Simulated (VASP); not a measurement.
A run of VASP 6.6.1 is set up as follows.

File INCAR:

```
SYSTEM = TeO
PREC = Accurate
ENCUT = 600
EDIFF = 1E-6
ISMEAR = 0
SIGMA = 0.1
LREAL = .False.
LASPH = .True.
NELM = 100
ALGO = Normal
ISIF = 3
LWAVE = .False.
LCHARG = .False.
GGA = PE
IBRION = 2
NSW = 90
EDIFFG = -0.04
```

KPOINTS

```
regular mesh
0
Gamma
  6 6 6
  0 0 0
```

The input POSCAR:

```
TeO
1.0
    0.0000000000      2.7424435200      3.0344052300
    2.5852333500      0.0000000000      3.0344052300
    2.5852333500      2.7424435200      0.0000000000
Te O
1 1
Direct
    0.0000000000      0.0000000000      0.0000000000
    0.5000000000      0.5000000000      0.5000000000
```

Potentials or basis: VASP PAW PBE potentials, release 64 (Te, O).

Launch:

```sh
$ cat potpaw_PBE.64/Te/POTCAR potpaw_PBE.64/O/POTCAR > POTCAR
$ mpirun -np 1 vasp_std > vasp.out
```

Question: What does it give for the relaxed volume?

Answer: 20.37 Å³/atom.

Question: Estimate the space group after relaxing (to 0.05 Å).

Answer: Fmmm (No. 69).

The path:
```tsv
step	energy change (eV)	largest force (eV/Å)	pressure (GPa)	volume (Å³)
1	0.0000	0.0000	-12.59	43.03
2	-0.4301	0.0000	7.64	33.28
3	-0.4587	0.0000	1.78	34.85
4	-0.5344	0.0000	3.03	35.00
5	-0.5738	0.0000	8.76	35.08
6	-0.5823	0.0000	6.72	35.08
7	-0.6250	0.0000	4.93	36.07
8	-0.6935	0.0000	1.13	39.08
9	-0.7047	0.0000	-0.02	40.55
10	-0.7066	0.0000	-0.66	41.51
11	-0.7223	0.0000	-0.74	41.54
12	-0.7588	0.0000	-0.42	41.56
13	-0.7291	0.0000	3.26	41.38
14	-0.7650	0.0000	0.13	41.54
15	-0.7651	0.0000	0.10	41.55
16	-0.7670	0.0000	-0.70	41.62
17	-0.7670	0.0000	-0.76	41.63
18	-0.7687	0.0000	-0.42	41.24
19	-0.7695	0.0000	0.21	40.64
20	-0.7695	0.0000	0.12	40.73
```
